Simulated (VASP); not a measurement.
Wanted: the native input for a VASP 6.6.1 run.

```
Task                   : single point
Functional             : PBE
Potentials or basis    : VASP PAW PBE potentials, release 64 (Ti_sv, O)
Cutoff                 : 520 eV
k mesh                 : 8 × 8 × 8
Occupations            : gaussian, width 0.05 eV
Spin                   : no spin polarisation
Hubbard terms          : Ti d U = 4.0 eV
Dipole correction      : no
Further INCAR settings : ALGO = Normal; EDIFF = 1e-06; NBANDS = 33
```

The structure of TiO2 lies in POSCAR:

```
TiO2
1.0
   -1.7961012887      1.7961012887      5.5219338020
    1.7961012887     -1.7961012887      5.5219338020
    1.7961012887      1.7961012887     -5.5219338020
Ti O
2 4
Direct
    0.0000000000      0.0000000000      0.0000000000
    0.7500000000      0.2500000000      0.5000000000
    0.1898900642      0.1898900642      0.0000000000
    0.9398900642      0.4398900642      0.5000000000
    0.5601099358      0.0601099358      0.5000000000
    0.8101099358      0.8101099358      0.0000000000
```

This cell differs from its parent crystal: atoms shifted along a free coordinate, c/a of the conventional cell at fixed volume 3.0744.

The input as run:

INCAR

```
PREC     = Accurate       # precision mode
ENCUT    = 520            # plane-wave cutoff, eV
EDIFF    = 1E-6           # SCF threshold, eV
ISMEAR   = 0              # smearing method
SIGMA    = 0.05           # smearing width, eV
LREAL    = False          # projectors in reciprocal space
LASPH    = True           # aspherical terms in the spheres
NELM     = 150            # most SCF steps
ALGO     = Normal         # electronic algorithm
ISIF     = 2              # what is computed and relaxed
LWAVE    = False          # write WAVECAR
LCHARG   = True           # write CHGCAR
LMAXMIX  = 4              # l up to which the mixer works
LDAU     = True           # DFT+U
LDAUTYPE = 2            
LDAUL    = 2 -1           # shell
LDAUU    = 4 0            # U, eV
LDAUJ    = 0 0          
LDAUPRINT= 1            
GGA      = PE             # functional
LELF     = True           # ELF
LVHAR    = True         
NBANDS   = 33             # bands
```

KPOINTS

```
Automatic mesh
0
Gamma
  8 8 8
```

Potentials or basis: VASP PAW PBE potentials, release 64 (Ti_sv, O).

Command:

```sh
$ cat potpaw_PBE.64/Ti_sv/POTCAR potpaw_PBE.64/O/POTCAR > POTCAR
$ mpirun -np 1 vasp_std > vasp.out
```

Results of the run:

```json
{"Pressure": "9.3 GPa", "Largest force": "0.714 eV/Å", "Band gap on the k mesh": "3.14 eV (least direct gap 3.40 eV)"}
```

Caveat: the stress differs along the axes, from -1 to 15 GPa.

Run time: 10 min on 1 thread of Intel Xeon 8259CL, with other jobs on the host, peak memory 0.38 GiB.
